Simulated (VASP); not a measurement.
Set up this calculation in VASP 6.6.1, as the native input.

```
Task                   : single point
Functional             : PBE
Dispersion             : D3(BJ)
Potentials or basis    : VASP PAW PBE potentials, release 64 (Te, Sn_d)
Cutoff                 : 520 eV
k mesh                 : 7 × 7 × 7
Occupations            : fermi-dirac, width 0.05 eV
Spin                   : no spin polarisation
Dipole correction      : no
Further INCAR settings : ALGO = Normal; EDIFF = 1e-06; NBANDS = 17
```

The structure of SnTe lies in POSCAR:

```
SnTe
1.0
    0.0000000000      3.1508500000      3.1508500000
    3.1508500000      0.0000000000      3.1508500000
    3.1508500000      3.1508500000      0.0000000000
Te Sn
1 1
Direct
    0.5000000000      0.5000000000      0.5000000000
    0.0000000000      0.0000000000      0.0000000000
```

The input as run:

INCAR

```
SYSTEM = SnTe
PREC     = Accurate       ! precision mode
ENCUT    = 520            ! plane-wave cutoff, eV
EDIFF    = 1E-6           ! SCF threshold, eV
ISMEAR   = -1             ! smearing method
SIGMA    = 0.05           ! smearing width, eV
LREAL    = .False.        ! projectors in reciprocal space
LASPH    = .True.         ! aspherical terms in the spheres
NELM     = 100            ! most SCF steps
ALGO     = Normal         ! electronic algorithm
ISIF     = 2              ! what is computed and relaxed
LWAVE    = .False.        ! write WAVECAR
LCHARG   = .True.         ! write CHGCAR
GGA      = PE             ! functional
IVDW     = 12             ! dispersion correction
LELF     = .True.         ! ELF
LVHAR    = .True.       
NBANDS   = 17             ! bands
```

KPOINTS

```
Automatic mesh
0
Gamma
  7 7 7
  0 0 0
```

Potentials or basis: VASP PAW PBE potentials, release 64 (Te, Sn_d).

The run is started by

```bash
$ cat potpaw_PBE.64/Te/POTCAR potpaw_PBE.64/Sn_d/POTCAR > POTCAR
$ mpirun -np 1 vasp_std > vasp.out
```

Results of the run:

| Item | Value |
| --- | --- |
| Pressure | 0.0 GPa |
| Dispersion energy per atom | -0.401 eV |

Caveat: three body term missing.

Wall time 12 s on 1 thread of Intel(R) Xeon(R) 6975P-C (Granite Rapids), on a shared host, peak memory 0.2 GiB.
